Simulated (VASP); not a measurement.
Crystal: W.

```
W
1.0
     2.82000    0.00000    0.00000
    -1.41000    2.44219    0.00000
     0.00000    0.00000    4.60506
W
2
Cartesian
  0.0000 1.6281 1.1513
  1.4100 0.8141 3.4538
```

| Item | Value |
| --- | --- |
| Program | VASP 6.6.1 |
| Task | relaxation of cell and atoms |
| Functional | PBE |
| Potentials or basis | VASP PAW PBE potentials, release 64 (W_sv) |
| Cutoff | 600 eV |
| k mesh | 10 × 10 × 6 |
| Occupations | fermi-dirac, width 0.1 eV |
| Spin | no spin polarisation |

At the start: pressure 11.3 GPa; volume 15.86 Å³/atom.

How do energy, volume and symmetry change on relaxing?

Over 10 steps the energy falls by 77.7 meV/atom and the volume is 16.55 Å³/atom (+4.3 %); space group P6_3/mmc (No. 194, to 0.05 Å).

The path:
| step | energy change (eV) | largest force (eV/Å) | pressure (GPa) | volume (Å³) |
| --- | --- | --- | --- | --- |
| 1 | 0.0000 | 0.0000 | 11.32 | 31.71 |
| 2 | 0.2066 | 0.0000 | -25.64 | 37.08 |
| 3 | -0.0834 | 0.0000 | -4.71 | 33.51 |
| 4 | -0.1395 | 0.0000 | -0.84 | 33.34 |
| 5 | -0.1531 | 0.0000 | -2.39 | 33.40 |
| 6 | -0.1531 | 0.0000 | -2.49 | 33.40 |
| 7 | -0.1419 | 0.0000 | 6.15 | 32.39 |
| 8 | -0.1554 | 0.0000 | -0.06 | 33.10 |
| 9 | -0.1554 | 0.0000 | -0.02 | 33.10 |
| 10 | -0.1555 | 0.0000 | 0.04 | 33.09 |

Final structure:
```
W
1.0
     2.78092    0.00000    0.00000
    -1.39046    2.40835    0.00000
     0.00000    0.00000    4.94138
W
2
Direct
  0.33333 0.66667 0.25000
  0.66667 0.33333 0.75000
```
